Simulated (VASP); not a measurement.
Wanted: the native input for a VASP 6.6.1 run.

- Task: relaxation of cell and atoms
- Functional: LDA
- Potentials or basis: VASP PAW LDA potentials, release 64 (Mg_sv, O)
- Cutoff: 750 eV
- k mesh: 10 × 10 × 10
- Occupations: fermi-dirac, width 0.02 eV
- Spin: no spin polarisation
- Dipole correction: no
- Mended: yes
- Further INCAR settings: ALGO = Normal; EDIFF = 1e-07; IBRION = 2; EDIFFG = -0.005; NSW = 80; ISIF = 3

The structure of MgO lies in POSCAR:

```
MgO
1.0
    0.0000000000      2.1267050319      2.1267050319
    2.1267050319      0.0000000000      2.1267050319
    2.1267050319      2.1267050319      0.0000000000
Mg O
1 1
Direct
    0.0000000000      0.0000000000      0.0000000000
    0.5000000000      0.5000000000      0.5000000000
```

These files were run (other wordings do the same):

INCAR

```
PREC = Accurate
ENCUT = 750
EDIFF = 1E-7
ISMEAR = -1
SIGMA = 0.02
LREAL = F
LASPH = T
NELM = 120
ALGO = Normal
ISIF = 3
LWAVE = F
LCHARG = F
IBRION = 2
NSW = 80
EDIFFG = -0.005
GGA_COMPAT = F
NELMIN = 4
```

KPOINTS

```
Automatic mesh
0
Gamma
  10 10 10
```

Potentials or basis: VASP PAW LDA potentials, release 64 (Mg_sv, O).

Launch:

```console
$ cat potpaw_LDA.64/Mg_sv/POTCAR potpaw_LDA.64/O/POTCAR > POTCAR
$ mpirun -np 1 vasp_std > vasp.out
```

Results of the run:

* Relaxed volume: 9.01 Å³/atom
* Relaxed cell: a = 2.943 Å, b = 2.943 Å, c = 2.943 Å, α = 60.00°, β = 60.00°, γ = 60.00°
* Space group after relaxing (to 0.1 Å): Fm-3m (No. 225)
* Energy gained by relaxing: 20.4 meV/atom
* Ionic steps: 3
* Pressure after relaxing: 0.0 GPa
* Band gap on the k mesh: 5.03 eV

Wall time 24 s on 1 thread of AMD EPYC 9R45 (Zen 5) (shared host), peak memory 0.12 GiB.
